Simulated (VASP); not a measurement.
Wanted: the native input for a VASP 6.6.1 run.

| Quantity | Value |
| --- | --- |
| Task | single point |
| Functional | PBE |
| Potentials or basis | VASP PAW PBE potentials, release 64 (Si) |
| Cutoff | 520 eV |
| k mesh | 10 × 10 × 10 |
| Occupations | gaussian, width 0.05 eV |
| Spin | no spin polarisation |
| Dipole correction | no |
| Further INCAR settings | ALGO = Normal; EDIFF = 1e-06; NBANDS = 11 |

The structure of Si lies in POSCAR:

```
Si
1.0
    0.0000000000      2.7230693171      2.6258557425
    2.7230693171      0.0000000000      2.6258557425
    2.7230693171      2.7230693171      0.0000000000
Si
2
Direct
    0.5000000000      0.5000000000      0.5000000000
    0.7500000000      0.7500000000      0.7500000000
```

This cell differs from its parent crystal: volume 19.471 Å^3 an atom, c/a of the conventional cell 0.9643.

One way to write it, as run:

INCAR

```
SYSTEM = Si
PREC = Accurate
ENCUT = 520
EDIFF = 1E-6
ISMEAR = 0
SIGMA = 0.05
LREAL = .False.
LASPH = .True.
NELM = 80
ALGO = Normal
ISIF = 2
LWAVE = .False.
LCHARG = .False.
GGA = PE
NBANDS = 11
```

KPOINTS

```
regular mesh
0
Gamma
  10 10 10
  0 0 0
```

Potentials or basis: VASP PAW PBE potentials, release 64 (Si).

Command:

```sh
$ cat potpaw_PBE.64/Si/POTCAR > POTCAR
$ mpirun -np 1 vasp_std > vasp.out
```

It gave:

```
Pressure               : 4.8 GPa
Band gap on the k mesh : 0.14 eV, indirect (least direct gap 2.33 eV)
```

Run time: 35 s on 1 thread of Intel(R) Xeon(R) Platinum 8259CL CPU @ 2.50GHz (Skylake/Cascade Lake), with other jobs on the host, peak memory 0.17 GiB.
